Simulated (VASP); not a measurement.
The system is HfO3.

```xyz
4
Lattice="0.0000 3.0508 3.0508 3.0508 0.0000 3.0508 3.0508 3.0508 0.0000" Properties=species:S:1:pos:R:3 pbc="T T T"
Hf    3.0508    3.0508    3.0508
O     0.0000    0.0000    0.0000
O     1.5254    1.5254    1.5254
O     4.5761    4.5761    4.5761
```

The cell was built from a structure type or drawn by symmetry, and may not be a known phase.

```yaml
Program: VASP 6.6.1
Task: relaxation of cell and atoms
Functional: PBE
Potentials_or_basis: VASP PAW PBE potentials, release 64 (Hf_pv, O)
Cutoff: 600 eV
k_mesh: 6 × 6 × 6
Occupations: gaussian, width 0.1 eV
Spin: no spin polarisation
```

At the start: pressure -40.5 GPa; volume 14.20 Å³/atom.

Question: How do energy, volume and symmetry change on relaxing?

Answer: Over 6 steps the energy falls by 930.0 meV/atom and the volume is 9.22 Å³/atom (-35.0 %); space group Fm-3m (No. 225, to 0.1 Å) before and after.

The path:
```tsv
step	energy change (eV)	largest force (eV/Å)	pressure (GPa)	volume (Å³)
1	0.0000	0.0000	-40.48	56.79
2	-3.1237	0.0000	45.23	32.11
3	-3.7195	0.0000	-0.92	37.04
4	-3.7192	0.0000	1.30	36.70
5	-3.7192	0.0000	-1.25	37.08
6	-3.7199	0.0000	0.00	36.89
```

Final structure:
```
CELL_PARAMETERS angstrom
0.00000 2.64220 2.64220
2.64220 0.00000 2.64220
2.64220 2.64220 0.00000
ATOMIC_POSITIONS crystal
Hf 0.50000 0.50000 0.50000
O 0.00000 0.00000 0.00000
O 0.25000 0.25000 0.25000
O 0.75000 0.75000 0.75000
```

Caveat: the volume moved by over 15 % at a fixed basis, so the end points are rough.
